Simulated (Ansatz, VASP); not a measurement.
# YTl: VASP beside Ansatz

File INCAR:

```
SYSTEM = YTl
ALGO     = Normal         ! electronic algorithm
EDIFF    = 1E-8           ! SCF threshold, eV
ENCUT    = 520            ! plane-wave cutoff, eV
ISIF     = 2              ! what is computed and relaxed
ISMEAR   = -1             ! smearing method
LASPH    = .True.         ! aspherical terms in the spheres
LCHARG   = .False.        ! write CHGCAR
LEFG     = .True.       
LREAL    = .False.        ! projectors in reciprocal space
LWAVE    = .False.        ! write WAVECAR
NBANDS   = 19             ! bands
NELM     = 100            ! most SCF steps
PREC     = Accurate       ! precision mode
SIGMA    = 0.08           ! smearing width, eV
```

The input KPOINTS:

```
k-points
0
Gamma
  11 11 11
  0 0 0
```

The input POSCAR:

```
YTl
1.0
    3.7384547558      0.0000000000      0.0000000000
    0.0000000000      3.7384547558      0.0000000000
    0.0000000000      0.0000000000      3.7384547558
Y Tl
1 1
Direct
    0.5000000000      0.5000000000      0.5000000000
    0.0000000000      0.0000000000      0.0000000000
```

Input for Ansatz:

```yaml
crystal:
  lattice:
    - [3.7384547558, 0.0, 0.0]
    - [0.0, 3.7384547558, 0.0]
    - [0.0, 0.0, 3.7384547558]
  atoms:
    - { symbol: "Y", position: [0.5, 0.5, 0.5] }
    - { symbol: Tl, position: [0.0, 0.0, 0.0] }
kpoints:
  mp_grid: { grid: [11, 11, 11] }
scf:
  occupations: { method: fermi_dirac, width: 0.08 }
hamiltonian:
  xc: lda
  pseudopotentials: { kind: paw }
output:
  forces: true
  stress: true
  eigenvalues: true
  efg: { contact_densities: true }
  write_density: true
  write_potential: true
  elf: true
  volumetric_format: npy
```

Change from the starting cell: volume scaled by 0.99, PAW files.

Alike in both runs: task electric field gradients; functional LDA; k mesh 11 × 11 × 11; occupations fermi-dirac, width 0.08 eV; no spin polarisation.

|  | VASP | Ansatz |
| --- | --- | --- |
| version | VASP 6.6.1 | Ansatz 0.2.0 |
| potentials or method | VASP PAW LDA potentials, release 64 (Y_sv, Tl_d) | PAW with Ansatz's default frozen-core files, scalar-relativistic |
| plane-wave cutoff (eV) | 520 | 420 |
| valence electrons in the cell | 24 | 24 |

|  | VASP | Ansatz | Ansatz less VASP |
| --- | --- | --- | --- |
| pressure (GPa) | -2.4 | -2.4 | -0.07 |

LDA's correlation is that of Perdew and Zunger in VASP and of Perdew and Wang (1992) in Ansatz.

Neither program's run includes spin-orbit coupling.
